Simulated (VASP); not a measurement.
# Pt (P-3m1) in VASP: single point with PBE

Aim: the single point of Pt with PBE.

Program: VASP 6.6.1. These are calculated values, not measurements. Logs are shortened: lines on timing, memory, paths and dates and some standing lists are left out, and cuts for length are marked.

### 1 The cell of the first run

It takes space group P-3m1 (No. 164, trigonal). The conventional cell has a = 2.807 Å, b = 2.807 Å, c = 14.003 Å, α = 90.00°, β = 90.00°, γ = 120.00°. Within 3.7 Å of Pt (site symmetry 3m) lie 12 Pt at 2.81 to 3.01 Å. Within 3.7 Å of Pt (site symmetry 3m) lie 12 Pt at 2.81 Å. Within 3.7 Å of Pt (site symmetry 3m) lie 12 Pt at 2.81 Å.

### 2 Single point, PBE (the distance across one plane changed)

INCAR

```
PREC = Accurate
ENCUT = 520
EDIFF = 1E-6
ISMEAR = 0
SIGMA = 0.15
LREAL = False
LASPH = True
NELM = 80
ALGO = Fast
ISIF = 2
LWAVE = False
LCHARG = False
GGA = PE
NBANDS = 39
```

KPOINTS

```
Automatic mesh
0
Gamma
  24 24 5
```

POSCAR

```
Pt
1.0
    1.9850550545     -1.9850550545      0.0000000000
    1.9850550545      0.0000000000     -1.9850550545
    8.0845577852      8.0845577852      8.0845577852
Pt
6
Direct
    0.6666666667      0.6666666667      0.0818291734
    0.0000000000      0.0000000000      0.9002845989
    0.3333333333      0.3333333333      0.2455202585
    0.6666666667      0.6666666667      0.5729024287
    0.0000000000      0.0000000000      0.4092113436
    0.3333333333      0.3333333333      0.7365935138
```

Potentials or basis: VASP PAW PBE potentials, release 64 (Pt).

Run with:

```bash
$ cat potpaw_PBE.64/Pt/POTCAR > POTCAR
$ mpirun -np 1 vasp_std > vasp.out
```

OUTCAR:

```text
PREC = Accurate
   ENCUT = 520
   EDIFF = 1E-6
   ISMEAR = 0
   LREAL = False
   LASPH = True
   NELM = 80
   ISIF = 2
   GGA = PE

 ion  position               nearest neighbor table
   1  0.667  0.667  0.082-   3 2.81   3 2.81   3 2.81   2 3.01   2 3.01   2 3.01
   2  0.000  0.000  0.900-   6 2.81   6 2.81   6 2.81   1 3.01   1 3.01   1 3.01
   3  0.333  0.333  0.246-   5 2.81   1 2.81   1 2.81   5 2.81   5 2.81   1 2.81
   4  0.667  0.667  0.573-   5 2.81   6 2.81   6 2.81   5 2.81   5 2.81   6 2.81
   5  0.000  0.000  0.409-   3 2.81   4 2.81   4 2.81   4 2.81   3 2.81   3 2.81
   6  0.333  0.333  0.737-   2 2.81   4 2.81   4 2.81   2 2.81   2 2.81   4 2.81

  LATTYP: Found a hexagonal cell.
 ALAT       =     2.8072917801
 C/A-ratio  =     4.9880332852

  Lattice vectors:

 A1 = (  -1.9850550545,   0.0000000000,   1.9850550545)
 A2 = (   1.9850550545,  -1.9850550545,  -0.0000000000)
 A3 = (   8.0845577852,   8.0845577852,   8.0845577852)

Analysis of symmetry for initial positions (statically):
=====================================================================
 Subroutine PRICEL returns:
 Original cell was already a primitive cell.

 Routine SETGRP: Setting up the symmetry group for a
 hexagonal supercell.

 Subroutine GETGRP returns: Found 12 space group operations
 (whereof  6 operations were pure point group operations)
 out of a pool of 24 trial point group operations.

The static configuration has the point symmetry C_3v.
 The point group associated with its full space group is D_3d.

Analysis of symmetry for dynamics (positions and initial velocities):
=====================================================================
 Subroutine PRICEL returns:
 Original cell was already a primitive cell.

 Routine SETGRP: Setting up the symmetry group for a
 hexagonal supercell.

 Subroutine GETGRP returns: Found 12 space group operations
 (whereof  6 operations were pure point group operations)
 out of a pool of 24 trial point group operations.

The dynamic configuration has the point symmetry C_3v.
 The point group associated with its full space group is D_3d.

 Subroutine INISYM returns: Found 12 space group operations
 (whereof  6 operations are pure point group operations),
 and found     1 'primitive' translations

----------------------------------------------------------------------------------------

[... 97 lines left out ...]
   LASPH  =      T    aspherical Exc in radial PAW
   ENCUT  =  520.0 eV  38.22 Ry    6.18 a.u.   5.22  5.22 26.04*2*pi/ulx,y,z
   NELM   =     80;   NELMIN=  2; NELMDL= -5     # of ELM steps
   EDIFF  = 0.1E-05   stopping-criterion for ELM
   LREAL  =      F    real-space projection
   EDIFFG = 0.1E-04   stopping-criterion for IOM
   NSW    =      0    number of steps for IOM
   IBRION =     -1    ionic relax: 0-MD 1-quasi-New 2-CG
   NFREE  =      0    steps in history (QN), initial steepest desc. (CG)
   ISIF   =      2    stress and relaxation
   ISYM   =      2    0-nonsym 1-usesym 2-fastsym
   POTIM  = 0.5000    time-step for ionic-motion
   TEBEG  =    0.0;   TEEND  =   0.0 temperature during run
   PSTRESS=    0.0 pullay stress
   NELECT =      60.0000    total number of electrons
   NUPDOWN=      -1.0000    fix difference up-down
   EMIN   =  10.00;   EMAX   =-10.00  energy-range for DOS
   EFERMI =   0.00;   METHOD = LEGACY
   ISMEAR =     0;   SIGMA  =   0.15  broadening in eV -4-tet -1-fermi 0-gaus
   EFERMI_NEDOS =   21; number of points for ismear=-14 and -15
   IALGO  =     68    algorithm
   IMIX   =      4    mixing-type and parameters
     AMIX     =   0.40;   BMIX     =  1.00
     AMIX_MAG =   1.60;   BMIX_MAG =  1.00
  volume/ion in A,a.u.               =      15.93       107.49
  Fermi-wavevector in a.u.,A,eV,Ry     =   1.401795  2.649008 26.735829  1.965028
  Thomas-Fermi vector in A             =   2.524620
   LORBIT       =      0    0 simple, 1 ext, 2 COOP (PROOUT), +10 PAW based schemes
   GGA     = PE    functional components
   LHFCALC =     F    Hartree Fock is set to
   AEXX    =    0.0000 exact exchange contribution
   IVDW    =     0    specifies the selected vdW correction
   LEPSILON=     F    determine dielectric tensor
   LRPA    =     F    only Hartree local field effects (RPA)
 non-spin polarized calculation
 RMM-DIIS sequential band-by-band and
 Gauss-broadening in eV      SIGMA  =   0.15
  energy-cutoff  :      520.00
  volume of cell :       95.57
 maximum number of plane-waves:      2598
 NGX is ok and might be reduce to    24
   NGX = 11   NGY = 11   NGZ = 53

 number of electron      59.9999996 magnetization

 Free energy of the ion-electron system (eV)
  ---------------------------------------------------
  ext. energy  EPLUGINS =         0.00000000
  ---------------------------------------------------
  free energy    TOTEN  =       -36.51895590 eV

  energy without entropy =      -36.38049060  energy(sigma->0) =      -36.44972325

 E-fermi :  10.2429     XC(G=0): -13.1586

 val. band max:       10.2410544061   @ k =   0.2917  -0.4583   0.4000
 cond. band min:      10.2432784986   @ k =   0.3333   0.5000   0.4000
 fundamental gap:      0.0022240926
 Fermi energy:        10.2428715347

 k-point     1 :       0.0000    0.0000    0.0000
  band No.  band energies     occupation
      1       0.5742      2.00000
      2       1.4567      2.00000
      3       1.7309      2.00000
      4       3.1508      2.00000
      5       3.1864      2.00000
      6       3.4209      2.00000
[... 997 lines left out ...]
     38      15.9761      0.00000
     39      17.0220      0.00000

 [... further k-points ...]
[... 5 lines left out ...]
  --------------------------------------------------------------------------------------
  -------------------------------------------------------------------------------------
  Total       -2.1122962     -2.1122962     -2.1122962     -0.3060245     -0.3060245     -0.3060245
  in kB      -35.4113733    -35.4113733    -35.4113733     -5.1303165     -5.1303165     -5.1303165
  external PRESSURE =     -35.4113733 kB  Pullay stress =       0.0000000 kB

 VOLUME and BASIS-vectors are now :
 -----------------------------------------------------------------------------
  energy-cutoff  :      520.00
  volume of cell :       95.57
      direct lattice vectors                 reciprocal lattice vectors
     1.985055055 -1.985055055  0.000000000     0.167921455 -0.335842910  0.167921455
     1.985055055  0.000000000 -1.985055055     0.167921455  0.167921455 -0.335842910
     8.084557785  8.084557785  8.084557785     0.041230868  0.041230868  0.041230868

 POSITION                                       TOTAL-FORCE (eV/Angst)
 -----------------------------------------------------------------------------------
      3.30829     -0.66182     -0.66182        -0.526121     -0.526121     -0.526121
      7.27840      7.27840      7.27840         0.526121      0.526121      0.526121
      3.30829      1.32324      1.32324         0.020869      0.020869      0.020869
      7.27840      3.30829      3.30829         0.005190      0.005190      0.005190
      3.30829      3.30829      3.30829        -0.005190     -0.005190     -0.005190
      7.27840      5.29335      5.29335        -0.020869     -0.020869     -0.020869
 -----------------------------------------------------------------------------------
    total drift:                                0.000001      0.000001      0.000001

  FREE ENERGIE OF THE ION-ELECTRON SYSTEM (eV)
  ---------------------------------------------------
  free  energy   TOTEN  =       -36.5189559042 eV

  energy  without entropy=      -36.3804905964  energy(sigma->0) =      -36.44972325
```

Wall time 28 min (1 thread of Intel Xeon Platinum 8259CL at 2.50GHz (Skylake/Cascade Lake), shared host); peak memory 0.77 GiB.

What came out:

| Item | Value |
| --- | --- |
| Free energy | -36.5190 eV |
| Pressure | -3.5 GPa |
| Largest force | 0.911 eV/Å |
| Band gap on the k mesh | zero (bands 30 and 31 overlap by 1.54 eV) |

Forces in eV/Å, atoms in the order of the input:
```
Pt  -0.526 -0.526 -0.526
Pt   0.526  0.526  0.526
Pt   0.021  0.021  0.021
Pt   0.005  0.005  0.005
Pt  -0.005 -0.005 -0.005
Pt  -0.021 -0.021 -0.021
```

Levels at points of the mesh, in eV from the Fermi level:
```csv
k point,band 28,band 29,band 30,band 31,band 32,band 33
"(0.00, 0.00, 0.00)",-1.42,-1.42,-0.78,-0.78,-0.62,-0.62
"(0.50, 0.00, 0.00)",0.28,0.31,0.44,0.45,1.90,2.37
```

Caveat: the cell differs from its parent crystal (the distance across one plane changed); the cell stands under tension; spin-orbit coupling is left out, which moves the levels of the heavy elements.
